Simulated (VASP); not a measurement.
# ScAl3 (Im-3m) in VASP: single point with PBE

Aim: the single point of ScAl3 with PBE.

Everything below comes from runs of VASP 6.6.1. Logs are shortened: lines on timing, memory, paths and dates and some standing lists are left out, and cuts for length are marked.

### 1 The cell of the first run

The structure is cubic, space group Im-3m (No. 229). The conventional cell has a = 5.172 Å, b = 5.172 Å, c = 5.172 Å, α = 90.00°, β = 90.00°, γ = 90.00°. Within 3.4 Å of Sc (site symmetry m-3m) lie 6 Al at 2.59 Å. Within 3.4 Å of Al (site symmetry 4/mmm) lie 2 Sc at 2.59 Å and 4 Al at 2.59 Å.

### 2 Single point, PBE

INCAR reads:

```
SYSTEM = ScAl3
PREC     = Accurate       ! precision mode
ENCUT    = 520            ! plane-wave cutoff, eV
EDIFF    = 1E-6           ! SCF threshold, eV
ISMEAR   = 0              ! smearing method
SIGMA    = 0.15           ! smearing width, eV
LREAL    = .FALSE.        ! projectors in reciprocal space
LASPH    = .TRUE.         ! aspherical terms in the spheres
NELM     = 60             ! most SCF steps
ALGO     = Fast           ! electronic algorithm
ISIF     = 2              ! what is computed and relaxed
LWAVE    = .FALSE.        ! write WAVECAR
LCHARG   = .FALSE.        ! write CHGCAR
GGA      = PE             ! functional
NBANDS   = 18             ! bands
```

KPOINTS reads:

```
regular mesh
0
G
  14 14 14
  0 0 0
```

POSCAR reads:

```
ScAl3
1.0
    4.3103270297     -0.8620654059     -0.8620654059
   -0.8620654059      4.3103270297     -0.8620654059
   -0.8620654059     -0.8620654059      4.3103270297
Sc Al
1 3
Direct
    0.0000000000      0.0000000000      0.0000000000
    0.5000000000      0.0000000000      0.5000000000
    0.0000000000      0.5000000000      0.5000000000
    0.5000000000      0.5000000000      0.0000000000
```

Potentials or basis: VASP PAW PBE potentials, release 64 (Sc_sv, Al).

On the command line:

```bash
$ cat potpaw_PBE.64/Sc_sv/POTCAR potpaw_PBE.64/Al/POTCAR > POTCAR
$ mpirun -np 1 vasp_std > vasp.out
```

OUTCAR:

```text
SYSTEM = ScAl3
   PREC = Accurate
   ENCUT = 520
   EDIFF = 1E-6
   ISMEAR = 0
   LREAL = .FALSE.
   LASPH = .TRUE.
   NELM = 60
   ISIF = 2
   GGA = PE

 ion  position               nearest neighbor table
   1  0.000  0.000  0.000-   2 2.59   3 2.59   4 2.59   3 2.59   2 2.59   4 2.59
   2  0.500  0.000  0.500-   1 2.59   3 2.59   4 2.59   4 2.59   1 2.59   3 2.59
   3  0.000  0.500  0.500-   1 2.59   2 2.59   4 2.59   1 2.59   4 2.59   2 2.59
   4  0.500  0.500  0.000-   1 2.59   2 2.59   3 2.59   2 2.59   3 2.59   1 2.59

  LATTYP: Found a body centered cubic cell.
 ALAT       =     5.1723924356

  Lattice vectors:

 A1 = (   4.3103270297,  -0.8620654059,  -0.8620654059)
 A2 = (  -0.8620654059,   4.3103270297,  -0.8620654059)
 A3 = (  -0.8620654059,  -0.8620654059,   4.3103270297)

Analysis of symmetry for initial positions (statically):
=====================================================================
 Subroutine PRICEL returns:
 Original cell was already a primitive cell.

 Routine SETGRP: Setting up the symmetry group for a
 body centered cubic supercell.

 Subroutine GETGRP returns: Found 48 space group operations
 (whereof 48 operations were pure point group operations)
 out of a pool of 48 trial point group operations.

The static configuration has the point symmetry O_h .

Analysis of symmetry for dynamics (positions and initial velocities):
=====================================================================
 Subroutine PRICEL returns:
 Original cell was already a primitive cell.

 Routine SETGRP: Setting up the symmetry group for a
 body centered cubic supercell.

 Subroutine GETGRP returns: Found 48 space group operations
 (whereof 48 operations were pure point group operations)
 out of a pool of 48 trial point group operations.

The dynamic configuration has the point symmetry O_h .

 Subroutine INISYM returns: Found 48 space group operations
 (whereof 48 operations are pure point group operations),
 and found     1 'primitive' translations

----------------------------------------------------------------------------------------

                                     Primitive cell

  volume of cell :      69.1902

  direct lattice vectors                    reciprocal lattice vectors
     4.310327030 -0.862065406 -0.862065406     0.257778842  0.064444711  0.064444711
    -0.862065406  4.310327030 -0.862065406     0.064444711  0.257778842  0.064444711
    -0.862065406 -0.862065406  4.310327030     0.064444711  0.064444711  0.257778842

  length of vectors
     4.479423248  4.479423248  4.479423248     0.273415751  0.273415751  0.273415751

  position of ions in fractional coordinates (direct lattice)
     0.000000000  0.000000000  0.000000000
     0.500000000  1.000000000  0.500000000
     1.000000000  0.500000000  0.500000000
     0.500000000  0.500000000  1.000000000

  ion indices of the primitive-cell ions
   primitive index   ion index
                 1           1
                 2           2
                 3           3
                 4           4

----------------------------------------------------------------------------------------

 KPOINTS: regular mesh

Automatic generation of k-mesh.
 Grid dimensions read from file:
 generate k-points for:   14   14   14

 Generating k-lattice:

  Cartesian coordinates                     Fractional coordinates (reciprocal lattice)
     0.018412774  0.004603194  0.004603194     0.071428571 -0.000000000 -0.000000000
     0.004603194  0.018412774  0.004603194    -0.000000000  0.071428571 -0.000000000
     0.004603194  0.004603194  0.018412774    -0.000000000 -0.000000000  0.071428571

  Length of vectors
     0.019529697  0.019529697  0.019529697

  Shift w.r.t. Gamma in fractional coordinates (k-lattice)
     0.000000000  0.000000000  0.000000000

 Subroutine IBZKPT returns following result:
 ===========================================

 Found    104 irreducible k-points:

 Following reciprocal coordinates:
            Coordinates               Weight
  0.000000  0.000000  0.000000      1.000000
  0.071429 -0.000000 -0.000000     12.000000
  0.142857 -0.000000 -0.000000     12.000000
  0.214286 -0.000000 -0.000000     12.000000
  0.285714 -0.000000 -0.000000     12.000000
  0.357143 -0.000000 -0.000000     12.000000
[... 16 lines left out ...]
  0.285714  0.285714 -0.000000     24.000000
  0.357143  0.285714 -0.000000     24.000000
 [... further k-points ...]
   k-points           NKPTS =    104   k-points in BZ     NKDIM =    104   number of bands    NBANDS=     18
   number of dos      NEDOS =    301   number of ions     NIONS =      4
   total plane-waves  NPLWV =  46656
   dimension x,y,z NGX =    36 NGY =   36 NGZ =   36
   dimension x,y,z NGXF=    72 NGYF=   72 NGZF=   72
   ions per type =               1   3
   NGX,Y,Z   is equivalent  to a cutoff of  13.36, 13.36, 13.36 a.u.
   NGXF,Y,Z  is equivalent  to a cutoff of  26.72, 26.72, 26.72 a.u.
 SYSTEM =  ScAl3
   PREC   = accura    normal or accurate (medium, high low for compatibility)
   ISTART =      0    job   : 0-new  1-cont  2-samecut
   ICHARG =      2    charge: 1-file 2-atom 10-const
   ISPIN  =      1    spin polarized calculation?
   LNONCOLLINEAR =      F non collinear calculations
   LSORBIT =      F    spin-orbit coupling
   LASPH  =      T    aspherical Exc in radial PAW
   ENCUT  =  520.0 eV  38.22 Ry    6.18 a.u.   8.33  8.33  8.33*2*pi/ulx,y,z
   NELM   =     60;   NELMIN=  2; NELMDL= -5     # of ELM steps
   EDIFF  = 0.1E-05   stopping-criterion for ELM
   LREAL  =      F    real-space projection
   EDIFFG = 0.1E-04   stopping-criterion for IOM
   NSW    =      0    number of steps for IOM
   IBRION =     -1    ionic relax: 0-MD 1-quasi-New 2-CG
   NFREE  =      0    steps in history (QN), initial steepest desc. (CG)
   ISIF   =      2    stress and relaxation
   ISYM   =      2    0-nonsym 1-usesym 2-fastsym
   POTIM  = 0.5000    time-step for ionic-motion
   TEBEG  =    0.0;   TEEND  =   0.0 temperature during run
   PSTRESS=    0.0 pullay stress
   NELECT =      20.0000    total number of electrons
   NUPDOWN=      -1.0000    fix difference up-down
   EMIN   =  10.00;   EMAX   =-10.00  energy-range for DOS
   EFERMI =   0.00;   METHOD = LEGACY
   ISMEAR =     0;   SIGMA  =   0.15  broadening in eV -4-tet -1-fermi 0-gaus
   EFERMI_NEDOS =   21; number of points for ismear=-14 and -15
   IALGO  =     68    algorithm
   IMIX   =      4    mixing-type and parameters
     AMIX     =   0.40;   BMIX     =  1.00
     AMIX_MAG =   1.60;   BMIX_MAG =  1.00
  volume/ion in A,a.u.               =      17.30       116.73
  Fermi-wavevector in a.u.,A,eV,Ry     =   1.082439  2.045513 15.941590  1.171674
  Thomas-Fermi vector in A             =   2.218480
   LORBIT       =      0    0 simple, 1 ext, 2 COOP (PROOUT), +10 PAW based schemes
   GGA     = PE    functional components
   LHFCALC =     F    Hartree Fock is set to
   AEXX    =    0.0000 exact exchange contribution
   IVDW    =     0    specifies the selected vdW correction
   LEPSILON=     F    determine dielectric tensor
   LRPA    =     F    only Hartree local field effects (RPA)
 non-spin polarized calculation
 RMM-DIIS sequential band-by-band and
 Gauss-broadening in eV      SIGMA  =   0.15
  energy-cutoff  :      520.00
  volume of cell :       69.19
 maximum number of plane-waves:      1894
 NGX is ok and might be reduce to    36
   NGX = 17   NGY = 17   NGZ = 17

 number of electron      20.0000003 magnetization

 Free energy of the ion-electron system (eV)
  ---------------------------------------------------
  ext. energy  EPLUGINS =         0.00000000
  ---------------------------------------------------
  free energy    TOTEN  =       -14.88950592 eV

  energy without entropy =      -14.85414808  energy(sigma->0) =      -14.87182700

 E-fermi :   6.8527     XC(G=0): -10.3097

 val. band max:        6.8518778391   @ k =  -0.2143   0.2857   0.0714
 cond. band min:       6.8551324824   @ k =   0.3571   0.1429  -0.0000
 fundamental gap:      0.0032546433
 Fermi energy:         6.8526725227

 k-point     1 :       0.0000    0.0000    0.0000
  band No.  band energies     occupation
      1     -41.8349      2.00000
      2     -20.5991      2.00000
      3     -20.5991      2.00000
      4     -20.5991      2.00000
      5      -2.8327      2.00000
      6       5.7022      2.00000
[... 10 lines left out ...]
     17      10.8500      0.00000
     18      10.8500      0.00000

 k-point     2 :       0.0714   -0.0000   -0.0000
  band No.  band energies     occupation
      1     -41.8348      2.00000
      2     -20.6001      2.00000
      3     -20.5994      2.00000
      4     -20.5993      2.00000
      5      -2.7740      2.00000
      6       5.0008      2.00000
[... 10 lines left out ...]
     17      10.9712      0.00000
     18      11.1159      0.00000

 k-point     3 :       0.1429   -0.0000   -0.0000
  band No.  band energies     occupation
      1     -41.8347      2.00000
      2     -20.6027      2.00000
      3     -20.6002      2.00000
      4     -20.5996      2.00000
      5      -2.5990      2.00000
      6       4.0695      2.00000
[... 10 lines left out ...]
     17      11.1702      0.00000
     18      11.6797      0.00000

 k-point     4 :       0.2143   -0.0000   -0.0000
  band No.  band energies     occupation
      1     -41.8345      2.00000
      2     -20.6065      2.00000
      3     -20.6013      2.00000
      4     -20.6001      2.00000
      5      -2.3113      2.00000
      6       3.1527      2.00000
[... 375 lines left out ...]
      4     -20.6028      2.00000
      5      -0.2450      2.00000
      6       0.5679      2.00000
[... 10 lines left out ...]
     17      12.0402      0.00000
     18      12.1217      0.00000

 k-point    23 :       0.2857    0.2857   -0.0000
  band No.  band energies     occupation
      1     -41.8338      2.00000
      2     -20.6143      2.00000
      3     -20.6094      2.00000
      4     -20.6029      2.00000
      5      -0.2738      2.00000
      6       0.8351      2.00000
[... 10 lines left out ...]
     17      12.1537      0.00000
     18      12.4887      0.00000

 k-point    24 :       0.3571    0.2857   -0.0000
  band No.  band energies     occupation
      1     -41.8338      2.00000
      2     -20.6136      2.00000
      3     -20.6108      2.00000
      4     -20.6030      2.00000
      5       0.1557      2.00000
      6       0.4715      2.00000
[... 10 lines left out ...]
     17      12.4639      0.00000
     18      12.7015      0.00000

 [... further k-points ...]

------------------------ aborting loop because EDIFF is reached ----------------------------------------

  FORCE on cell =-STRESS in cart. coord.  units (eV):
  Direction    XX          YY          ZZ          XY          YZ          ZX
  --------------------------------------------------------------------------------------
  -------------------------------------------------------------------------------------
  Total        7.9202447      7.9202447      7.9202447      0.0000000      0.0000000      0.0000000
  in kB      183.4022991    183.4022991    183.4022991      0.0000000      0.0000000      0.0000000
  external PRESSURE =     183.4022991 kB  Pullay stress =       0.0000000 kB

 VOLUME and BASIS-vectors are now :
 -----------------------------------------------------------------------------
  energy-cutoff  :      520.00
  volume of cell :       69.19
      direct lattice vectors                 reciprocal lattice vectors
     4.310327030 -0.862065406 -0.862065406     0.257778842  0.064444711  0.064444711
    -0.862065406  4.310327030 -0.862065406     0.064444711  0.257778842  0.064444711
    -0.862065406 -0.862065406  4.310327030     0.064444711  0.064444711  0.257778842

 POSITION                                       TOTAL-FORCE (eV/Angst)
 -----------------------------------------------------------------------------------
      0.00000      0.00000      0.00000        -0.000000     -0.000000      0.000000
      1.72413     -0.86207      1.72413         0.000000      0.000000      0.000000
     -0.86207      1.72413      1.72413         0.000000      0.000000     -0.000000
      1.72413      1.72413     -0.86207        -0.000000     -0.000000     -0.000000
 -----------------------------------------------------------------------------------
    total drift:                               -0.000000      0.000000     -0.000000

  FREE ENERGIE OF THE ION-ELECTRON SYSTEM (eV)
  ---------------------------------------------------
  free  energy   TOTEN  =       -14.8895059213 eV

  energy  without entropy=      -14.8541480844  energy(sigma->0) =      -14.87182700
```

Run time: 5.6 min. Hardware: 1 thread of Oxide Virtual Turin-like, shared host; peak memory 0.25 GiB.

What came out:

* Free energy: -14.8895 eV
* Pressure: 18.3 GPa
* Band gap on the k mesh: zero (bands 10 and 11 overlap by 1.05 eV)

Levels at points of the mesh, in eV from the Fermi level:
```tsv
k point	band 8	band 9	band 10	band 11	band 12	band 13
(0.00, 0.00, 0.00)	-0.75	-0.75	-0.75	-0.24	-0.24	-0.24
(0.50, 0.00, 0.00)	-2.20	-1.54	-0.34	-0.30	1.47	2.22
(0.50, 0.50, 0.50)	-3.82	-3.82	-1.43	1.73	1.73	1.73
```

Caveat: the cell stands under pressure.
